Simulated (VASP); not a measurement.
# BiSb (rocksalt type) (Fm-3m) in VASP: notebook

BiSb (rocksalt type) is run at these levels: LDA; tasks: single point, relaxation of cell and atoms.

All numbers are computed with VASP 6.6.1; they aren't measurements. Logs are shortened: lines on timing, memory, paths and dates and some standing lists are left out, and cuts for length are marked.

### 1 The cell of the first run

The structure is cubic, space group Fm-3m (No. 225). The conventional cell has a = 5.709 Å, b = 5.709 Å, c = 5.709 Å, α = 90.00°, β = 90.00°, γ = 90.00°. Sb (site symmetry m-3m) has 6 Bi at 2.85 Å within 3.8 Å. Within 3.8 Å of Bi (site symmetry m-3m) lie 6 Sb at 2.85 Å.

### 2 Single point, LDA

INCAR

```
SYSTEM = BiSb
  PREC = Accurate
  ENCUT = 500
  EDIFF = 1E-6
  ISMEAR = -1
  SIGMA = 0.1
  LREAL = .FALSE.
  LASPH = .TRUE.
  NELM = 120
  ALGO = Normal
  ISIF = 2
  LWAVE = .FALSE.
  LCHARG = .FALSE.
  NBANDS = 22
  GGA_COMPAT = .FALSE.
```

KPOINTS

```
regular mesh
0
G
  12 12 12
  0 0 0
```

POSCAR

```
BiSb
1.0
    0.0000000000      2.8545244979      2.8545244979
    2.8545244979      0.0000000000      2.8545244979
    2.8545244979      2.8545244979      0.0000000000
Sb Bi
1 1
Direct
    0.0000000000      0.0000000000      0.0000000000
    0.5000000000      0.5000000000      0.5000000000
```

Potentials or basis: VASP PAW LDA potentials, release 64 (Sb_d_GW, Bi_d).

Launch:

```sh
$ cat potpaw_LDA.64/Sb_d_GW/POTCAR potpaw_LDA.64/Bi_d/POTCAR > POTCAR
$ mpirun -np 1 vasp_std > vasp.out
```

OUTCAR:

```text
SYSTEM = BiSb
   PREC = Accurate
   ENCUT = 500
   EDIFF = 1E-6
   ISMEAR = -1
   LREAL = .FALSE.
   LASPH = .TRUE.
   NELM = 120
   ISIF = 2

 ion  position               nearest neighbor table
   1  0.000  0.000  0.000-   2 2.85   2 2.85   2 2.85   2 2.85   2 2.85   2 2.85
   2  0.500  0.500  0.500-   1 2.85   1 2.85   1 2.85   1 2.85   1 2.85   1 2.85

  LATTYP: Found a face centered cubic cell.
 ALAT       =     5.7090489958

  Lattice vectors:

 A1 = (   0.0000000000,   2.8545244979,   2.8545244979)
 A2 = (   2.8545244979,   0.0000000000,   2.8545244979)
 A3 = (   2.8545244979,   2.8545244979,   0.0000000000)

Analysis of symmetry for initial positions (statically):
=====================================================================
 Subroutine PRICEL returns:
 Original cell was already a primitive cell.

 Routine SETGRP: Setting up the symmetry group for a
 face centered cubic supercell.

 Subroutine GETGRP returns: Found 48 space group operations
 (whereof 48 operations were pure point group operations)
 out of a pool of 48 trial point group operations.

The static configuration has the point symmetry O_h .

Analysis of symmetry for dynamics (positions and initial velocities):
=====================================================================
 Subroutine PRICEL returns:
 Original cell was already a primitive cell.

 Routine SETGRP: Setting up the symmetry group for a
 face centered cubic supercell.

 Subroutine GETGRP returns: Found 48 space group operations
 (whereof 48 operations were pure point group operations)
 out of a pool of 48 trial point group operations.

The dynamic configuration has the point symmetry O_h .

 Subroutine INISYM returns: Found 48 space group operations
 (whereof 48 operations are pure point group operations),
 and found     1 'primitive' translations

----------------------------------------------------------------------------------------

                                     Primitive cell

  volume of cell :      46.5191

  direct lattice vectors                    reciprocal lattice vectors
     0.000000000  2.854524498  2.854524498    -0.175160522  0.175160522  0.175160522
     2.854524498  0.000000000  2.854524498     0.175160522 -0.175160522  0.175160522
     2.854524498  2.854524498  0.000000000     0.175160522  0.175160522 -0.175160522

  length of vectors
     4.036907259  4.036907259  4.036907259     0.303386923  0.303386923  0.303386923

  position of ions in fractional coordinates (direct lattice)
     0.000000000  0.000000000  0.000000000
     0.500000000  0.500000000  0.500000000

  ion indices of the primitive-cell ions
   primitive index   ion index
                 1           1
                 2           2

----------------------------------------------------------------------------------------

 KPOINTS: regular mesh

Automatic generation of k-mesh.
 Grid dimensions read from file:
 generate k-points for:   12   12   12

 Generating k-lattice:

  Cartesian coordinates                     Fractional coordinates (reciprocal lattice)
    -0.014596710  0.014596710  0.014596710     0.083333333  0.000000000  0.000000000
     0.014596710 -0.014596710  0.014596710     0.000000000  0.083333333  0.000000000
     0.014596710  0.014596710 -0.014596710     0.000000000  0.000000000  0.083333333

  Length of vectors
     0.025282244  0.025282244  0.025282244

  Shift w.r.t. Gamma in fractional coordinates (k-lattice)
     0.000000000  0.000000000  0.000000000

 Subroutine IBZKPT returns following result:
 ===========================================

 Found     72 irreducible k-points:

 Following reciprocal coordinates:
            Coordinates               Weight
  0.000000  0.000000  0.000000      1.000000
  0.083333  0.000000  0.000000      8.000000
  0.166667  0.000000  0.000000      8.000000
  0.250000  0.000000  0.000000      8.000000
  0.333333  0.000000  0.000000      8.000000
  0.416667  0.000000  0.000000      8.000000
[... 16 lines left out ...]
  0.500000  0.166667  0.000000     24.000000
 -0.416667  0.166667  0.000000     24.000000
 [... further k-points ...]
   k-points           NKPTS =     72   k-points in BZ     NKDIM =     72   number of bands    NBANDS=     22
   number of dos      NEDOS =    301   number of ions     NIONS =      2
   total plane-waves  NPLWV =  27000
   dimension x,y,z NGX =    30 NGY =   30 NGZ =   30
   dimension x,y,z NGXF=    60 NGYF=   60 NGZF=   60
   ions per type =               1   1
   NGX,Y,Z   is equivalent  to a cutoff of  12.35, 12.35, 12.35 a.u.
   NGXF,Y,Z  is equivalent  to a cutoff of  24.71, 24.71, 24.71 a.u.
 SYSTEM =  BiSb
   PREC   = accura    normal or accurate (medium, high low for compatibility)
   ISTART =      0    job   : 0-new  1-cont  2-samecut
   ICHARG =      2    charge: 1-file 2-atom 10-const
   ISPIN  =      1    spin polarized calculation?
   LNONCOLLINEAR =      F non collinear calculations
   LSORBIT =      F    spin-orbit coupling
   LASPH  =      T    aspherical Exc in radial PAW
   ENCUT  =  500.0 eV  36.75 Ry    6.06 a.u.   7.36  7.36  7.36*2*pi/ulx,y,z
   NELM   =    120;   NELMIN=  2; NELMDL= -5     # of ELM steps
   EDIFF  = 0.1E-05   stopping-criterion for ELM
   LREAL  =      F    real-space projection
   EDIFFG = 0.1E-04   stopping-criterion for IOM
   NSW    =      0    number of steps for IOM
   IBRION =     -1    ionic relax: 0-MD 1-quasi-New 2-CG
   NFREE  =      0    steps in history (QN), initial steepest desc. (CG)
   ISIF   =      2    stress and relaxation
   ISYM   =      2    0-nonsym 1-usesym 2-fastsym
   POTIM  = 0.5000    time-step for ionic-motion
   TEBEG  =    0.0;   TEEND  =   0.0 temperature during run
   PSTRESS=    0.0 pullay stress
   NELECT =      30.0000    total number of electrons
   NUPDOWN=      -1.0000    fix difference up-down
   EMIN   =  10.00;   EMAX   =-10.00  energy-range for DOS
   EFERMI =   0.00;   METHOD = LEGACY
   ISMEAR =    -1;   SIGMA  =   0.10  broadening in eV -4-tet -1-fermi 0-gaus
   EFERMI_NEDOS =   21; number of points for ismear=-14 and -15
   IALGO  =     38    algorithm
   IMIX   =      4    mixing-type and parameters
     AMIX     =   0.40;   BMIX     =  1.00
     AMIX_MAG =   1.60;   BMIX_MAG =  1.00
  volume/ion in A,a.u.               =      23.26       156.96
  Fermi-wavevector in a.u.,A,eV,Ry     =   1.414397  2.672824 27.218730  2.000520
  Thomas-Fermi vector in A             =   2.535944
   LORBIT       =      0    0 simple, 1 ext, 2 COOP (PROOUT), +10 PAW based schemes
   GGA     = CA    functional components
   LHFCALC =     F    Hartree Fock is set to
   AEXX    =    0.0000 exact exchange contribution
   IVDW    =     0    specifies the selected vdW correction
   LEPSILON=     F    determine dielectric tensor
   LRPA    =     F    only Hartree local field effects (RPA)
 non-spin polarized calculation
  energy-cutoff  :      500.00
  volume of cell :       46.52
 maximum number of plane-waves:      1243
 NGX is ok and might be reduce to    30
   NGX = 15   NGY = 15   NGZ = 15

 number of electron      29.9999978 magnetization

 Free energy of the ion-electron system (eV)
  ---------------------------------------------------
  ext. energy  EPLUGINS =         0.00000000
  ---------------------------------------------------
  free energy    TOTEN  =        -8.24266680 eV

  energy without entropy =       -8.21446895  energy(sigma->0) =       -8.22856787

 E-fermi :  10.0201     XC(G=0): -11.6476

 val. band max:       10.0089477653   @ k =  -0.2500   0.1667   0.0000
 cond. band min:      10.0425824439   @ k =   0.5000   0.0000   0.0000
 fundamental gap:      0.0336346787
 Fermi energy:        10.0200931861

 k-point     1 :       0.0000    0.0000    0.0000
  band No.  band energies     occupation
      1     -19.3569      2.00000
      2     -19.3569      2.00000
      3     -19.3032      2.00000
      4     -19.3032      2.00000
      5     -19.3032      2.00000
      6     -13.3492      2.00000
[... 14 lines left out ...]
     21      14.9774      0.00000
     22      15.5640      0.00000

 k-point     2 :       0.0833    0.0000    0.0000
  band No.  band energies     occupation
      1     -19.3555      2.00000
      2     -19.3555      2.00000
      3     -19.3027      2.00000
      4     -19.3024      2.00000
      5     -19.3024      2.00000
      6     -13.3534      2.00000
[... 14 lines left out ...]
     21      15.1455      0.00000
     22      16.6555      0.00000

 k-point     3 :       0.1667    0.0000    0.0000
  band No.  band energies     occupation
      1     -19.3517      2.00000
      2     -19.3517      2.00000
      3     -19.3015      2.00000
      4     -19.3001      2.00000
      5     -19.3001      2.00000
      6     -13.3654      2.00000
[... 14 lines left out ...]
     21      15.6282      0.00000
     22      18.4421      0.00000

 k-point     4 :       0.2500    0.0000    0.0000
  band No.  band energies     occupation
      1     -19.3466      2.00000
      2     -19.3466      2.00000
      3     -19.2999      2.00000
      4     -19.2970      2.00000
      5     -19.2970      2.00000
      6     -13.3821      2.00000
[... 14 lines left out ...]
     21      16.3980      0.00000
     22      20.5982      0.00000

 k-point     5 :       0.3333    0.0000    0.0000
  band No.  band energies     occupation
      1     -19.3416      2.00000
      2     -19.3416      2.00000
      3     -19.2982      2.00000
      4     -19.2937      2.00000
      5     -19.2937      2.00000
      6     -13.3988      2.00000
[... 14 lines left out ...]
     21      17.4199      0.00000
     22      22.9947      0.00000

 k-point     6 :       0.4167    0.0000    0.0000
  band No.  band energies     occupation
      1     -19.3380      2.00000
      2     -19.3380      2.00000
      3     -19.2970      2.00000
      4     -19.2913      2.00000
      5     -19.2913      2.00000
      6     -13.4111      2.00000
[... 14 lines left out ...]
     21      18.6385      0.00000
     22      21.9039      0.00000

 k-point     7 :       0.5000    0.0000    0.0000
  band No.  band energies     occupation
      1     -19.3367      2.00000
      2     -19.3367      2.00000
      3     -19.2965      2.00000
      4     -19.2903      2.00000
      5     -19.2903      2.00000
      6     -13.4156      2.00000
[... 324 lines left out ...]
      6     -13.4066      2.00000
[... 14 lines left out ...]
     21      17.5000      0.00000
     22      19.4093      0.00000

 k-point    21 :       0.3333    0.1667    0.0000
  band No.  band energies     occupation
      1     -19.3485      2.00000
      2     -19.3424      2.00000
      3     -19.3032      2.00000
      4     -19.2928      2.00000
      5     -19.2920      2.00000
      6     -13.4204      2.00000
[... 14 lines left out ...]
     21      18.4921      0.00000
     22      20.7024      0.00000

 k-point    22 :       0.4167    0.1667    0.0000
  band No.  band energies     occupation
      1     -19.3437      2.00000
      2     -19.3409      2.00000
      3     -19.3005      2.00000
      4     -19.2914      2.00000
      5     -19.2898      2.00000
      6     -13.4280      2.00000
[... 14 lines left out ...]
     21      19.6148      0.00000
     22      21.1620      0.00000

 k-point    23 :       0.5000    0.1667    0.0000
  band No.  band energies     occupation
      1     -19.3409      2.00000
      2     -19.3393      2.00000
      3     -19.2976      2.00000
      4     -19.2911      2.00000
      5     -19.2889      2.00000
      6     -13.4273      2.00000
[... 14 lines left out ...]
     21      19.6322      0.00000
     22      20.9580      0.00000

 k-point    24 :      -0.4167    0.1667    0.0000
  band No.  band energies     occupation
      1     -19.3423      2.00000
      2     -19.3365      2.00000
      3     -19.2956      2.00000
      4     -19.2916      2.00000
      5     -19.2897      2.00000
      6     -13.4186      2.00000
[... 14 lines left out ...]
     21      18.2967      0.00000
     22      22.1403      0.00000

 [... further k-points ...]

------------------------ aborting loop because EDIFF is reached ----------------------------------------

  FORCE on cell =-STRESS in cart. coord.  units (eV):
  Direction    XX          YY          ZZ          XY          YZ          ZX
  --------------------------------------------------------------------------------------
  -------------------------------------------------------------------------------------
  Total        9.0608027      9.0608027      9.0608027      0.0000000     -0.0000000      0.0000000
  in kB      312.0656288    312.0656288    312.0656288      0.0000000     -0.0000000      0.0000000
  external PRESSURE =     312.0656288 kB  Pullay stress =       0.0000000 kB

 VOLUME and BASIS-vectors are now :
 -----------------------------------------------------------------------------
  energy-cutoff  :      500.00
  volume of cell :       46.52
      direct lattice vectors                 reciprocal lattice vectors
     0.000000000  2.854524498  2.854524498    -0.175160522  0.175160522  0.175160522
     2.854524498  0.000000000  2.854524498     0.175160522 -0.175160522  0.175160522
     2.854524498  2.854524498  0.000000000     0.175160522  0.175160522 -0.175160522

 POSITION                                       TOTAL-FORCE (eV/Angst)
 -----------------------------------------------------------------------------------
      0.00000      0.00000      0.00000        -0.000000     -0.000000     -0.000000
      2.85452      2.85452      2.85452         0.000000      0.000000      0.000000
 -----------------------------------------------------------------------------------
    total drift:                                0.000000      0.000000      0.000000

  FREE ENERGIE OF THE ION-ELECTRON SYSTEM (eV)
  ---------------------------------------------------
  free  energy   TOTEN  =        -8.2426667995 eV

  energy  without entropy=       -8.2144689464  energy(sigma->0) =       -8.22856787
```

It took 26 s on 1 thread of AMD EPYC 9R45 (Zen 5), shared host; peak memory 0.19 GiB.

Results:

```yaml
Free_energy: -8.2427 eV
Pressure: 31.2 GPa
Band_gap_on_the_k_mesh: zero (bands 15 and 16 overlap by 0.99 eV)
```

Levels at points of the mesh, in eV from the Fermi level:
| k point | band 13 | band 14 | band 15 | band 16 | band 17 | band 18 |
| --- | --- | --- | --- | --- | --- | --- |
| (0.00, 0.00, 0.00) | -2.22 | -2.22 | -2.22 | 3.89 | 3.89 | 3.89 |
| (0.50, 0.00, 0.00) | -0.79 | -0.79 | -0.77 | -0.77 | 0.02 | 0.43 |
| (0.50, 0.50, 0.00) | -7.73 | -4.93 | -4.93 | 1.42 | 7.00 | 7.00 |

Caveat: the cell stands under pressure; spin-orbit coupling is left out, which moves the levels of the heavy elements.

### 3 Relaxation of cell and atoms, LDA, target pressure 31 GPa, at which the enthalpy is minimised

This run uses another cell than the first one, of 23.20 Å³/atom.

INCAR

```
  ALGO = Normal
  EDIFF = 1E-7
  EDIFFG = -0.005
  ENCUT = 600
  GGA = CA
  IBRION = 2
  ISIF = 3
  ISMEAR = -1
  LASPH = T
  LCHARG = F
  LREAL = F
  LWAVE = F
  NELM = 100
  NSW = 60
  PREC = Accurate
  PSTRESS = 310.0
  SIGMA = 0.1
```

KPOINTS

```
k-points
0
Gamma
  12 12 12
```

POSCAR

```
BiSb
1.0
    0.0000000000      2.8522776991      2.8522776991
    2.8522776991      0.0000000000      2.8522776991
    2.8522776991      2.8522776991      0.0000000000
Sb Bi
1 1
Direct
    0.0000000000      0.0000000000      0.0000000000
    0.5000000000      0.5000000000      0.5000000000
```

Potentials or basis: VASP PAW LDA potentials, release 64 (Sb, Bi_d).

Launch:

```sh
$ cat potpaw_LDA.64/Sb/POTCAR potpaw_LDA.64/Bi_d/POTCAR > POTCAR
$ mpirun -np 1 vasp_std > vasp.out
```

OUTCAR:

```text
EDIFF = 1E-7
   EDIFFG = -0.005
   ENCUT = 600
   GGA = CA
   IBRION = 2
   ISIF = 3
   ISMEAR = -1
   LASPH = T
   LREAL = F
   NELM = 100
   NSW = 60
   PREC = Accurate
   PSTRESS = 310.0

 ion  position               nearest neighbor table
   1  0.000  0.000  0.000-   2 2.85   2 2.85   2 2.85   2 2.85   2 2.85   2 2.85
   2  0.500  0.500  0.500-   1 2.85   1 2.85   1 2.85   1 2.85   1 2.85   1 2.85

  LATTYP: Found a face centered cubic cell.
 ALAT       =     5.7045553982

  Lattice vectors:

 A1 = (   0.0000000000,   2.8522776991,   2.8522776991)
 A2 = (   2.8522776991,   0.0000000000,   2.8522776991)
 A3 = (   2.8522776991,   2.8522776991,   0.0000000000)

Analysis of symmetry for initial positions (statically):
[... 267 lines left out ...]
  band No.  band energies     occupation
      1     -12.1254      2.00000
      2     -12.1254      2.00000
      3     -12.0886      2.00000
      4     -12.0886      2.00000
      5     -12.0886      2.00000
      6      -4.3801      2.00000
      7       7.1898      2.00000
      8       9.0619      2.00000
      9       9.0619      2.00000
     10       9.0619      2.00000
     11      15.1516      0.00000
     12      15.1516      0.00000
     13      15.1516      0.00000
     14      16.1435      0.00000
[... 377 lines left out ...]
      1     -12.1650      2.00000
      2     -12.1505      2.00000
      3     -12.0806      2.00000
      4     -12.0629      2.00000
      5     -12.0561      2.00000
      6      -1.3091      2.00000
      7       0.2753      2.00000
      8       6.7981      2.00000
      9       8.7787      2.00000
     10       9.5283      2.00000
     11      12.6353      0.00000
     12      13.3663      0.00000
     13      15.4584      0.00000
     14      18.3674      0.00000

 [... further k-points ...]

------------------------ aborting loop because EDIFF is reached ----------------------------------------

  FORCE on cell =-STRESS in cart. coord.  units (eV):
  Direction    XX          YY          ZZ          XY          YZ          ZX
  --------------------------------------------------------------------------------------
  -------------------------------------------------------------------------------------
  Total        9.0253768      9.0253768      9.0253768      0.0000000      0.0000000      0.0000000
  in kB      309.9236831    309.9236831    309.9236831      0.0000000      0.0000000      0.0000000
  external PRESSURE =      -0.0763169 kB  Pullay stress =     310.0000000 kB
[... 21 lines left out ...]
  energy  without entropy=       -8.2310555257  energy(sigma->0) =       -8.24525262

  enthalpy is  TOTEN    =         0.7681495021 eV   P V=        9.0275992165

 reached required accuracy - stopping structural energy minimisation
```

CONTCAR:

```text
BiSb
   1.00000000000000
    -0.0000000000000000    2.8573518432888529    2.8573518432888529
     2.8573518432888529    0.0000000000000000    2.8573518432888529
     2.8573518432888529    2.8573518432888529    0.0000000000000000
  Sb              Bi
     1     1
Direct
     0.0000000000000000    0.0000000000000000    0.0000000000000000
     0.5000000000000000    0.5000000000000000    0.5000000000000000

  0.00000000E+00  0.00000000E+00  0.00000000E+00
  0.00000000E+00  0.00000000E+00  0.00000000E+00
```

Wall time 100 s (1 thread of Oxide Virtual Turin-like, shared host); peak memory 0.18 GiB.

What came out:

```
Free energy                                                : -8.2594 eV
Relaxed volume                                             : 23.33 Å³/atom
Relaxed cell                                               : a = 4.041 Å, b = 4.041 Å, c = 4.041 Å, α = 60.00°, β = 60.00°, γ = 60.00°
Space group after relaxing (to 0.1 Å)                      : Fm-3m (No. 225)
Energy change on relaxing (the run minimises the enthalpy) : -24.4 meV/atom
Ionic steps                                                : 3
Pressure after relaxing                                    : 31.0 GPa
Band gap on the k mesh                                     : zero (bands 10 and 11 overlap by 0.97 eV)
```

Step by step:
```csv
step,energy change (eV),largest force (eV/Å),pressure (GPa),volume (Å³)
1,0.0000,0.0000,31.99,46.41
2,-0.1820,0.0000,28.24,47.38
3,-0.0488,0.0000,30.99,46.66
```

Final structure:
```
CELL_PARAMETERS angstrom
0.00000 2.85735 2.85735
2.85735 0.00000 2.85735
2.85735 2.85735 0.00000
ATOMIC_POSITIONS crystal
Sb 0.00000 0.00000 0.00000
Bi 0.50000 0.50000 0.50000
```

Levels at points of the mesh, in eV from the Fermi level:
| k point | band 6 | band 7 | band 8 | band 9 | band 10 | band 11 | band 12 | band 13 | band 14 |
| --- | --- | --- | --- | --- | --- | --- | --- | --- | --- |
| (0.00, 0.00, 0.00) | -15.65 | -4.08 | -2.21 | -2.21 | -2.21 | 3.88 | 3.88 | 3.88 | 4.87 |
| (0.50, 0.00, 0.00) | -12.76 | -11.42 | -0.80 | -0.80 | -0.76 | -0.76 | 0.01 | 0.43 | 9.19 |
| (0.50, 0.50, 0.00) | -12.31 | -8.07 | -7.71 | -4.92 | -4.92 | 1.41 | 6.99 | 6.99 | 10.19 |

Caveat: the cell is relaxed towards a set pressure, so the run minimises the enthalpy, not the energy; spin-orbit coupling is left out, which moves the levels of the heavy elements.

[end of part 1 of 2]

The gap in the log of VASP goes by the Fermi energy; the results here count the filled bands.